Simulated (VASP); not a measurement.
Set up this calculation in VASP 6.6.1, as the native input.

```
Task                   : single point
Functional             : PBE
Potentials or basis    : VASP PAW PBE potentials, release 64 (Ag, Sc_sv, Te)
Cutoff                 : 520 eV
k mesh                 : 6 × 6 × 6
Occupations            : gaussian, width 0.01 eV
Spin                   : no spin polarisation
Dipole correction      : no
Further INCAR settings : ALGO = Normal; EDIFF = 1e-07; NBANDS = 25
```

The structure of ScAgTe2 lies in POSCAR:

```
ScAgTe2
1.0
    2.0690364071      1.1945587266      6.8688156993
   -2.0690364071      1.1945587266      6.8688156993
    0.0000000000     -2.3891174532      6.8688156993
Ag Sc Te
1 1 2
Direct
    1.0000000000      0.0000000000      0.0000000000
    0.5000000000      0.5000000000      0.5000000000
    0.2467595872      0.2467595872      0.2467595872
    0.7532404128      0.7532404128      0.7532404128
```

This cell differs from its parent crystal: volume changed by -6%.

One way to write it, as run:

INCAR

```
SYSTEM = ScAgTe2
PREC = Accurate
ENCUT = 520
EDIFF = 1E-7
ISMEAR = 0
SIGMA = 0.01
LREAL = .FALSE.
LASPH = .TRUE.
NELM = 60
ALGO = Normal
ISIF = 2
LWAVE = .FALSE.
LCHARG = .FALSE.
GGA = PE
NBANDS = 25
```

KPOINTS

```
regular mesh
0
G
  6 6 6
  0 0 0
```

Potentials or basis: VASP PAW PBE potentials, release 64 (Ag, Sc_sv, Te).

Run with:

```console
$ cat potpaw_PBE.64/Ag/POTCAR potpaw_PBE.64/Sc_sv/POTCAR potpaw_PBE.64/Te/POTCAR > POTCAR
$ mpirun -np 1 vasp_std > vasp.out
```

It gave:

```yaml
Pressure: 4.0 GPa
Largest_force: 0.207 eV/Å
Band_gap_on_the_k_mesh: 0.16 eV, indirect (least direct gap 0.76 eV)
```

Caveat: spin-orbit coupling is left out, which moves the levels of the heavy elements.

Wall time 2.3 min on 1 thread of Intel(R) Xeon(R) 6975P-C (Granite Rapids), with other jobs on the host, peak memory 0.43 GiB.
